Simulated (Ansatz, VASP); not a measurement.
**One calculation of TiTe2, two programs**

```
Ti Te
1.0
     4.50619    0.00000    0.00000
     0.00000    4.50619    0.00000
     0.00000    0.00000    7.46344
Ti Te
2 4
Cartesian
  0.0000 2.2531 5.6909
  2.2531 0.0000 1.7726
  0.0000 0.0000 0.0000
  2.2531 2.2531 0.0000
  0.0000 2.2531 2.8292
  2.2531 0.0000 4.6342
```

Alike in both runs: functional PBE; k mesh 4 × 4 × 4; occupations gaussian, width 0.1 eV; no spin polarisation.

Ansatz relaxed the structure, and its values are those at the end. VASP's run is a single point on that final structure, the one shown.

|  | VASP | Ansatz |
| --- | --- | --- |
| version | VASP 6.6.1 | Ansatz 0.2.0 |
| potentials or method | VASP PAW PBE potentials, release 64 (Ti_sv, Te), cutoff 520 eV | scalar-relativistic, plane waves, PAW |
| valence electrons in the cell | 48 | 88 |

Ansatz gave:

```
gap on the k mesh at the Fermi level (eV) : none
pressure (GPa)                            : 0.1
rms of the force components (eV/Å)        : 0.016
```

What did VASP give for the same quantities?

gap on the k mesh at the Fermi level (eV): none; pressure (GPa): 0.1; rms of the force components (eV/Å): 0.017.

A gap of «none» marks a metal or a gap that the smearing closes. With one functional, cell and mesh, what is left measures potentials, basis and numerics. VASP's potentials hold 48 valence electrons a cell and Ansatz's 88, so a difference there can come from the potentials and not from the codes.

Spin-orbit coupling is off throughout.
